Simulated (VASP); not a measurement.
Write the native input for VASP 6.6.1 that does the following.

```
Task                   : single point
Functional             : r2SCAN
Dispersion             : D3(BJ)
Potentials or basis    : VASP PAW PBE potentials, release 64 (C, H, F)
Cutoff                 : 520 eV
k mesh                 : 1 × 1 × 1
Occupations            : fermi-dirac, width 0.02 eV
Spin                   : no spin polarisation
Dipole correction      : no
Further INCAR settings : LREAL = Auto; ALGO = Normal; EDIFF = 1e-06; NBANDS = 94
```

The system is H6C3F4.

```xyz
39
Lattice="7.9057 0.0000 0.0000 0.0000 7.9057 0.0000 0.0000 0.0000 7.9057" Properties=species:S:1:pos:R:3 pbc="T T T"
C     7.1966    6.0127    0.3962
C     7.1702    4.6448    1.1017
C     6.9177    2.5826    5.7181
C     5.9676    2.8108    4.5640
C    -0.3108    7.0123    4.0084
C     0.9027    6.1390    4.3055
C     3.4201    4.6077    7.8649
C     2.8527    0.7804    7.5511
C     2.5818    1.8731    3.1501
H     8.1977    6.2491    0.0859
H     6.5211    6.0119   -0.4584
H     6.9072    6.8724    1.0390
H     6.1946    4.3645    1.6021
H     7.5829    3.8536    0.4007
H     7.9195    4.6776    1.9071
H     7.5038    3.5321    5.8817
H     6.4986    2.3166    6.6989
H     7.7425    1.8562    5.4218
H     5.6784    1.9136    4.0886
H     5.0889    3.2870    4.9498
H     6.3787    3.3927    3.7945
H    -1.1163    7.0244    4.7806
H     0.0406    7.9954    3.6183
H    -0.8260    6.5668    3.1413
H     1.5947    5.9788    3.4794
H     1.5589    6.5952    5.0997
H     0.6596    5.1299    4.6305
F     4.0710    5.7728    8.0188
F     2.4997    4.4270    8.7918
F     2.8331    4.6443    6.6805
F     4.2625    3.6293    7.9301
F     3.7898    0.9465    8.4449
F     2.0390   -0.1797    7.9558
F     2.0957    1.8519    7.3684
F     3.4189    0.3941    6.4020
F     3.1123    0.6595    3.3115
F     1.5200    1.7380    2.3801
F     2.1866    2.3285    4.3376
F     3.5089    2.7235    2.6476
```

These files were run (other wordings do the same):

POSCAR

```
H6C3F4
1.0
    7.9056630000      0.0000000000      0.0000000000
    0.0000000000      7.9056630000      0.0000000000
    0.0000000000      0.0000000000      7.9056630000
C H F
9 18 12
Direct
    0.9103094832      0.7605560723      0.0501159738
    0.9069701048      0.5875282060      0.1393558010
    0.8750309746      0.3266772186      0.7232916455
    0.7548513009      0.3555426028      0.5773076844
   -0.0393135908      0.8869970804      0.5070289487
    0.1141839717      0.7765319620      0.5446096045
    0.4326139376      0.5828353675      0.9948438227
    0.3608426011      0.0987140484      0.9551507571
    0.3265760253      0.2369314250      0.3984612043
    1.0369402288      0.7904586877      0.0108656289
    0.8248644042      0.7604548790     -0.0579837516
    0.8737028128      0.8693009049      0.1314247774
    0.7835648952      0.5520726092      0.2026522001
    0.9591731902      0.4874480483      0.0506851860
    1.0017502643      0.5916771307      0.2412321395
    0.9491677042      0.4467809974      0.7439856720
    0.8220183431      0.2930304517      0.8473546115
    0.9793612503      0.2347937169      0.6858121830
    0.7182699288      0.2420543350      0.5171735754
    0.6437031277      0.4157779050      0.6261081455
    0.8068519996      0.4291480677      0.4799723945
   -0.1412025785      0.8885276289      0.6047057660
    0.0051355592      1.0113509771      0.4576845737
   -0.1044820656      0.8306450705      0.3973480782
    0.2017161622      0.7562680069      0.4401148898
    0.1971877627      0.8342374321      0.6450692371
    0.0834338625      0.6488892835      0.5857193761
    0.5149473232      0.7302107363      1.0143108807
    0.3161910646      0.5599783345      1.1120888912
    0.3583633656      0.5874649602      0.8450271660
    0.5391704655      0.4590759814      1.0030910753
    0.4793778839      0.1197243040      1.0682089535
    0.2579163822     -0.0227305414      1.0063419096
    0.2650884562      0.2342498030      0.9320407409
    0.4324621477      0.0498503415      0.8097992540
    0.3936798217      0.0834212134      0.4188769493
    0.1922672393      0.2198424092      0.3010626686
    0.2765865431      0.2945357018      0.5486699850
    0.4438463921      0.3444998857      0.3348991729
```

INCAR.step1

```
  ALGO = Normal
  EDIFF = 1E-4
  ENCUT = 520
  GGA = PE
  ISMEAR = -1
  LASPH = T
  LCHARG = F
  LREAL = Auto
  LWAVE = T
  NBANDS = 94
  NELM = 80
  PREC = Accurate
  SIGMA = 0.02
```

INCAR.step2

```
  ALGO = Normal
  EDIFF = 1E-6
  ENCUT = 520
  ISIF = 2
  ISMEAR = -1
  ISTART = 1
  IVDW = 12
  LASPH = T
  LCHARG = F
  LMIXTAU = T
  LREAL = Auto
  LWAVE = F
  METAGGA = R2SCAN
  NBANDS = 94
  NELM = 80
  PREC = Accurate
  SIGMA = 0.02
  VDW_A1 = 0.49484001
  VDW_A2 = 5.73083694
  VDW_S6 = 1.0
  VDW_S8 = 0.78981345
```

KPOINTS

```
k-points
0
Gamma
  1 1 1
```

Potentials or basis: VASP PAW PBE potentials, release 64 (C, H, F).

Launch:

```console
$ cat potpaw_PBE.64/C/POTCAR potpaw_PBE.64/H/POTCAR potpaw_PBE.64/F/POTCAR > POTCAR
$ cp INCAR.step1 INCAR
$ mpirun -np 1 vasp_gam > vasp.out
$ cp INCAR.step2 INCAR
$ mpirun -np 1 vasp_gam > vasp.out
```

It gave:

| Item | Value |
| --- | --- |
| Pressure | 0.3 GPa |
| Largest force | 2.628 eV/Å |
| Band gap on the k mesh | 7.20 eV |
| Dispersion energy per atom | -0.016 eV |

Caveat: the k points lie up to 0.79 Å⁻¹ apart; the atoms stand as in a frame of molecular dynamics; the PAW data sets were made with another functional, which shifts forces and pressure a little.

Wall time 2.9 min on 1 thread of Intel(R) Xeon(R) 6975P-C (Granite Rapids), with other jobs on the host, peak memory 0.53 GiB.
